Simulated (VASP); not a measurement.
Input of a VASP 6.6.1 run:

File INCAR:

```
SYSTEM = CsPbCl3
PREC = Accurate
ENCUT = 600
EDIFF = 1E-6
ISMEAR = -1
SIGMA = 0.05
LREAL = .FALSE.
LASPH = .TRUE.
NELM = 60
ALGO = Normal
ISIF = 3
LWAVE = .FALSE.
LCHARG = .FALSE.
GGA = PS
IBRION = 2
NSW = 60
EDIFFG = -0.01
PSTRESS = 300.0
```

KPOINTS

```
Automatic mesh
0
G
  5 5 5
  0 0 0
```

Contents of POSCAR:

```
CsPbCl3
1.0
    5.6050000000      0.0000000000      0.0000000000
    0.0000000000      5.6050000000      0.0000000000
    0.0000000000      0.0000000000      5.6050000000
Pb Cs Cl
1 1 3
Direct
    0.5000000000      0.5000000000      0.5000000000
    0.0000000000      0.0000000000      0.0000000000
    0.5000000000      0.0000000000      0.5000000000
    0.0000000000      0.5000000000      0.5000000000
    0.5000000000      0.5000000000      0.0000000000
```

Potentials or basis: VASP PAW PBE potentials, release 64 (Pb_d, Cs_sv, Cl).

Run with:

```console
$ cat potpaw_PBE.64/Pb_d/POTCAR potpaw_PBE.64/Cs_sv/POTCAR potpaw_PBE.64/Cl/POTCAR > POTCAR
$ mpirun -np 1 vasp_std > vasp.out
```

Task: Estimate the relaxed volume.

Result: 22.82 Å³/atom.

Task: What does it give for the relaxed cell?

Result: a = 4.850 Å, b = 4.850 Å, c = 4.850 Å, α = 90.00°, β = 90.00°, γ = 90.00°.

Task: Predict the band gap on the k mesh.

Result: 1.58 eV, direct.

Final structure:
```
Pb Cs Cl
1.0
     4.85045    0.00000    0.00000
     0.00000    4.85045    0.00000
     0.00000    0.00000    4.85045
Pb Cs Cl
1 1 3
Direct
  0.50000 0.50000 0.50000
  0.00000 0.00000 0.00000
  0.50000 0.00000 0.50000
  0.00000 0.50000 0.50000
  0.50000 0.50000 0.00000
```

Caveat: the cell is relaxed towards a set pressure, so the enthalpy falls and the energy may rise; the volume moved by over 15 % at a fixed basis, so the end points are rough; the PAW data sets were made with another functional, which shifts forces and pressure a little; spin-orbit coupling is left out, which moves the levels of the heavy elements. PBEsol gaps usually lie below the measured ones, often by a third to a half.
